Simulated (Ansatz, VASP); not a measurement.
# Be in VASP and in Ansatz

```
Be
1.0
     3.85922    0.00000    0.00000
     0.00000    3.85922    0.00000
     0.00000    0.00000    2.28128
Be
4
Cartesian
  1.1478 1.1478 0.0000
  2.7115 2.7115 0.0000
  0.7818 3.0774 1.1406
  3.0774 0.7818 1.1406
```

Change from the starting cell: equal xx and yy strain of +3 %, PAW files.

Alike in both runs: task electric field gradients; functional PBEsol; k mesh 9 × 9 × 14; occupations fermi-dirac, width 0.05 eV; no spin polarisation.

|  | VASP | Ansatz |
| --- | --- | --- |
| version | VASP 6.6.1 | Ansatz 0.2.0 |
| potentials or method | VASP PAW PBE potentials, release 64 (Be) | PAW with Ansatz's default frozen-core files, scalar-relativistic |
| plane-wave cutoff (eV) | 520 | 420 |
| valence electrons in the cell | 8 | 8 |

VASP gave:

- pressure (GPa): -6.8
- traceless stress, the component that is largest in VASP (GPa): 2.20
- rms of the force components (eV/Å): 0.070
- size of Vzz on the site where it differs most (V/Å²): 1.9

Q: What did Ansatz give for the same quantities?

A: Pressure (GPa): -7.1; traceless stress, the component that is largest in VASP (GPa): 2.18; rms of the force components (eV/Å): 0.072; size of Vzz on the site where it differs most (V/Å²): 1.5.

VASP's potentials were made for PBE, not for PBEsol. Atom by atom the forces differ by 0.001 eV/Å (rms over components).
